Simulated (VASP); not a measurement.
# NaCl (F-43m) in VASP: settings compared

The runs below take NaCl through single point, with LDA, PBEsol.

Everything below comes from runs of VASP 6.6.1. Logs are shortened: lines on timing, memory, paths and dates and some standing lists are left out, and cuts for length are marked.

**1. The cell of the first run**

Symmetry: F-43m, No. 216, cubic system. Conventional cell: a = 6.027 Å, b = 6.027 Å, c = 6.027 Å, α = 90.00°, β = 90.00°, γ = 90.00°. Na (site symmetry -43m) has 4 Cl at 2.61 Å within 3.4 Å. Cl (site symmetry -43m) has 4 Na at 2.61 Å within 3.4 Å.

**2. Single point, LDA**

Contents of INCAR:

```
PREC = Accurate
ENCUT = 520
EDIFF = 1E-7
ISMEAR = -1
SIGMA = 0.02
LREAL = False
LASPH = True
NELM = 60
ALGO = Normal
ISIF = 2
LWAVE = False
LCHARG = False
GGA = CA
NBANDS = 14
```

Contents of KPOINTS:

```
regular mesh
0
Gamma
  6 6 6
```

Contents of POSCAR:

```
NaCl
1.0
    0.0000000000      3.0135207274      3.0135207274
    3.0135207274      0.0000000000      3.0135207274
    3.0135207274      3.0135207274      0.0000000000
Na Cl
1 1
Direct
    0.0000000000      0.0000000000      0.0000000000
    0.2500000000      0.2500000000      0.2500000000
```

Potentials or basis: VASP PAW LDA potentials, release 64 (Na_pv, Cl).

Started as:

```console
$ cat potpaw_LDA.64/Na_pv/POTCAR potpaw_LDA.64/Cl/POTCAR > POTCAR
$ mpirun -np 1 vasp_std > vasp.out
```

OUTCAR:

```text
PREC = Accurate
   ENCUT = 520
   EDIFF = 1E-7
   ISMEAR = -1
   LREAL = False
   LASPH = True
   NELM = 60
   ISIF = 2
   GGA = CA

 ion  position               nearest neighbor table
   1  0.000  0.000  0.000-   2 2.61   2 2.61   2 2.61   2 2.61
   2  0.250  0.250  0.250-   1 2.61   1 2.61   1 2.61   1 2.61

  LATTYP: Found a face centered cubic cell.
 ALAT       =     6.0270414548

  Lattice vectors:

 A1 = (   0.0000000000,   3.0135207274,   3.0135207274)
 A2 = (   3.0135207274,   0.0000000000,   3.0135207274)
 A3 = (   3.0135207274,   3.0135207274,   0.0000000000)

Analysis of symmetry for initial positions (statically):
=====================================================================
 Subroutine PRICEL returns:
 Original cell was already a primitive cell.

 Routine SETGRP: Setting up the symmetry group for a
 face centered cubic supercell.

 Subroutine GETGRP returns: Found 24 space group operations
 (whereof 24 operations were pure point group operations)
 out of a pool of 48 trial point group operations.

The static configuration has the point symmetry T_d .

Analysis of symmetry for dynamics (positions and initial velocities):
=====================================================================
 Subroutine PRICEL returns:
 Original cell was already a primitive cell.

 Routine SETGRP: Setting up the symmetry group for a
 face centered cubic supercell.

 Subroutine GETGRP returns: Found 24 space group operations
 (whereof 24 operations were pure point group operations)
 out of a pool of 48 trial point group operations.

The dynamic configuration has the point symmetry T_d .

 Subroutine INISYM returns: Found 24 space group operations
 (whereof 24 operations are pure point group operations),
 and found     1 'primitive' translations

----------------------------------------------------------------------------------------

                                     Primitive cell

  volume of cell :      54.7334

  direct lattice vectors                    reciprocal lattice vectors
     0.000000000  3.013520727  3.013520727    -0.165918885  0.165918885  0.165918885
     3.013520727  0.000000000  3.013520727     0.165918885 -0.165918885  0.165918885
     3.013520727  3.013520727  0.000000000     0.165918885  0.165918885 -0.165918885

  length of vectors
     4.261761883  4.261761883  4.261761883     0.287379939  0.287379939  0.287379939

[... 78 lines left out ...]
   ISYM   =      2    0-nonsym 1-usesym 2-fastsym
   POTIM  = 0.5000    time-step for ionic-motion
   TEBEG  =    0.0;   TEEND  =   0.0 temperature during run
   PSTRESS=    0.0 pullay stress
   NELECT =      14.0000    total number of electrons
   NUPDOWN=      -1.0000    fix difference up-down
   EMIN   =  10.00;   EMAX   =-10.00  energy-range for DOS
   EFERMI =   0.00;   METHOD = LEGACY
   ISMEAR =    -1;   SIGMA  =   0.02  broadening in eV -4-tet -1-fermi 0-gaus
   EFERMI_NEDOS =   21; number of points for ismear=-14 and -15
   IALGO  =     38    algorithm
   IMIX   =      4    mixing-type and parameters
     AMIX     =   0.40;   BMIX     =  1.00
     AMIX_MAG =   1.60;   BMIX_MAG =  1.00
  volume/ion in A,a.u.               =      27.37       184.68
  Fermi-wavevector in a.u.,A,eV,Ry     =   1.039202  1.963807 14.693488  1.079941
  Thomas-Fermi vector in A             =   2.173721
   LORBIT       =      0    0 simple, 1 ext, 2 COOP (PROOUT), +10 PAW based schemes
   GGA     = CA    functional components
   LHFCALC =     F    Hartree Fock is set to
   AEXX    =    0.0000 exact exchange contribution
   IVDW    =     0    specifies the selected vdW correction
   LEPSILON=     F    determine dielectric tensor
   LRPA    =     F    only Hartree local field effects (RPA)
 non-spin polarized calculation
  energy-cutoff  :      520.00
  volume of cell :       54.73
 maximum number of plane-waves:      1488
   NGX = 15   NGY = 15   NGZ = 15

 number of electron      14.0000002 magnetization

 Free energy of the ion-electron system (eV)
  ---------------------------------------------------
  ext. energy  EPLUGINS =         0.00000000
  ---------------------------------------------------
  free energy    TOTEN  =        -7.12136756 eV

  energy without entropy =       -7.12136756  energy(sigma->0) =       -7.12136756

 E-fermi :  -1.8279     XC(G=0):  -7.7040

 val. band max:       -2.3378319794   @ k =   0.0000   0.0000   0.0000
 cond. band min:       2.3728928340   @ k =   0.0000   0.0000   0.0000
 fundamental gap:      4.7107248134
 Fermi energy:        -1.8278825017

 k-point     1 :       0.0000    0.0000    0.0000
  band No.  band energies     occupation
      1     -22.7434      2.00000
      2     -22.7434      2.00000
      3     -22.7434      2.00000
      4     -14.4529      2.00000
      5      -2.3378      2.00000
      6      -2.3378      2.00000
      7      -2.3378      2.00000
      8       2.3729      0.00000
      9       8.8316      0.00000
     10       8.8316      0.00000
     11       8.8316      0.00000
     12      10.6824      0.00000
     13      10.6824      0.00000
     14      13.1543      0.00000
[... 241 lines left out ...]
      1     -22.7648      2.00000
      2     -22.7510      2.00000
      3     -22.7491      2.00000
      4     -14.1962      2.00000
      5      -3.3007      2.00000
      6      -2.9044      2.00000
      7      -2.7333      2.00000
      8       4.9452      0.00000
      9       6.9025      0.00000
     10       8.0886      0.00000
     11       8.8379      0.00000
     12      11.4544      0.00000
     13      12.7127      0.00000
     14      13.2227      0.00000

------------------------ aborting loop because EDIFF is reached ----------------------------------------

  FORCE on cell =-STRESS in cart. coord.  units (eV):
  Direction    XX          YY          ZZ          XY          YZ          ZX
  --------------------------------------------------------------------------------------
  -------------------------------------------------------------------------------------
  Total        0.0023619      0.0023619      0.0023619     -0.0000000      0.0000000     -0.0000000
  in kB        0.0691382      0.0691382      0.0691382     -0.0000000      0.0000000     -0.0000000
  external PRESSURE =       0.0691382 kB  Pullay stress =       0.0000000 kB

 VOLUME and BASIS-vectors are now :
 -----------------------------------------------------------------------------
  energy-cutoff  :      520.00
  volume of cell :       54.73
      direct lattice vectors                 reciprocal lattice vectors
     0.000000000  3.013520727  3.013520727    -0.165918885  0.165918885  0.165918885
     3.013520727  0.000000000  3.013520727     0.165918885 -0.165918885  0.165918885
     3.013520727  3.013520727  0.000000000     0.165918885  0.165918885 -0.165918885

 POSITION                                       TOTAL-FORCE (eV/Angst)
 -----------------------------------------------------------------------------------
      0.00000      0.00000      0.00000         0.000000     -0.000000     -0.000000
      1.50676      1.50676      1.50676        -0.000000      0.000000      0.000000
 -----------------------------------------------------------------------------------
    total drift:                               -0.000000     -0.000000     -0.000000

  FREE ENERGIE OF THE ION-ELECTRON SYSTEM (eV)
  ---------------------------------------------------
  free  energy   TOTEN  =        -7.1213675564 eV

  energy  without entropy=       -7.1213675564  energy(sigma->0) =       -7.12136756
```

OSZICAR:

```text
N       E                     dE             d eps       ncg     rms          rms(c)
DAV:   1     0.958355215510E+02    0.95836E+02   -0.71085E+03   448   0.941E+02
DAV:   2     0.117838384252E+01   -0.94657E+02   -0.88087E+02   490   0.240E+02
DAV:   3    -0.728027021791E+01   -0.84587E+01   -0.84106E+01   586   0.703E+01
DAV:   4    -0.741895071480E+01   -0.13868E+00   -0.13862E+00   526   0.991E+00
DAV:   5    -0.742195089500E+01   -0.30002E-02   -0.30000E-02   580   0.150E+00    0.224E+00
DAV:   6    -0.714948998979E+01    0.27246E+00   -0.48216E-01   528   0.371E+00    0.164E+00
DAV:   7    -0.712052389467E+01    0.28966E-01   -0.81921E-02   600   0.148E+00    0.104E+00
DAV:   8    -0.712115838020E+01   -0.63449E-03   -0.50202E-03   520   0.638E-01    0.228E-01
DAV:   9    -0.712113653357E+01    0.21847E-04   -0.19918E-04   588   0.115E-01    0.128E-01
DAV:  10    -0.712136646949E+01   -0.22994E-03   -0.18200E-04   514   0.105E-01    0.112E-02
DAV:  11    -0.712136675004E+01   -0.28055E-06   -0.81238E-06   650   0.341E-02    0.477E-03
DAV:  12    -0.712136750043E+01   -0.75039E-06   -0.58332E-07   532   0.748E-03    0.130E-03
DAV:  13    -0.712136755636E+01   -0.55934E-07   -0.95915E-08   562   0.266E-03
   1 F= -.71213676E+01 E0= -.71213676E+01  d E =-.423759E-12
```

stdout:

```text
POSCAR found type information on POSCAR NaCl
 POSCAR found :  2 types and       2 ions
 scaLAPACK will be used
 LDA part: xc-table for (Slater(with rela. corr.)+CA(PZ))
 , standard interpolation
 POSCAR, INCAR and KPOINTS ok, starting setup
 FFT: planning ... GRIDC
 FFT: planning ... GRID_SOFT
 FFT: planning ... GRID
 WAVECAR not read
 entering main loop
```

Run time: 18 s. Hardware: 1 thread of AMD EPYC 7R13, shared host; peak memory 0.12 GiB.

What came out:

```
Free energy            : -7.1214 eV
Pressure               : 0.0 GPa
Band gap on the k mesh : 4.71 eV
```

Caveat: the structure was generated, so it needn't be the stable form of NaCl.

**3. Single point, PBEsol**

This run uses another cell than the first one, of 29.45 Å³/atom.

Contents of INCAR:

```
SYSTEM = NaCl
ALGO = Normal ; EDIFF = 1E-6
ENCUT = 520 ; GGA = PS
ISIF = 2 ; ISMEAR = -1
LASPH = .True. ; LCHARG = .False.
LREAL = .False. ; LWAVE = .False.
NBANDS = 14 ; NELM = 60
PREC = Accurate ; SIGMA = 0.02
```

Contents of KPOINTS:

```
k-points
0
Gamma
  6 6 6
  0 0 0
```

Contents of POSCAR:

```
NaCl
1.0
    0.0000000000      3.0881584919      3.0881584919
    3.0881584919      0.0000000000      3.0881584919
    3.0881584919      3.0881584919      0.0000000000
Na Cl
1 1
Direct
    0.0000000000      0.0000000000      0.0000000000
    0.2500000000      0.2500000000      0.2500000000
```

Potentials or basis: VASP PAW PBE potentials, release 64 (Na_pv, Cl).

Started as:

```console
$ cat potpaw_PBE.64/Na_pv/POTCAR potpaw_PBE.64/Cl/POTCAR > POTCAR
$ mpirun -np 1 vasp_std > vasp.out
```

Run time: 23 s. Hardware: 1 thread of AMD EPYC 7R13, shared host; peak memory 0.14 GiB.

The run converged. Its results:

| Property | Result |
| --- | --- |
| Free energy | -6.8036 eV |
| Pressure | 0.0 GPa |
| Band gap on the k mesh | 4.84 eV |

Levels at points of the mesh, in eV from the valence-band top:
| k point | band 5 | band 6 | band 7 | band 8 | band 9 | band 10 |
| --- | --- | --- | --- | --- | --- | --- |
| (0.00, 0.00, 0.00) | 0.00 | 0.00 | 0.00 | 4.84 | 11.15 | 11.15 |
| (0.50, 0.00, 0.00) | -1.08 | -0.09 | -0.09 | 7.49 | 8.81 | 10.59 |
| (0.50, 0.50, 0.00) | -0.98 | -0.31 | -0.31 | 6.93 | 8.98 | 10.55 |

Caveat: the structure was generated, so it needn't be the stable form of NaCl; the PAW data sets were made with another functional, which shifts forces and pressure a little.
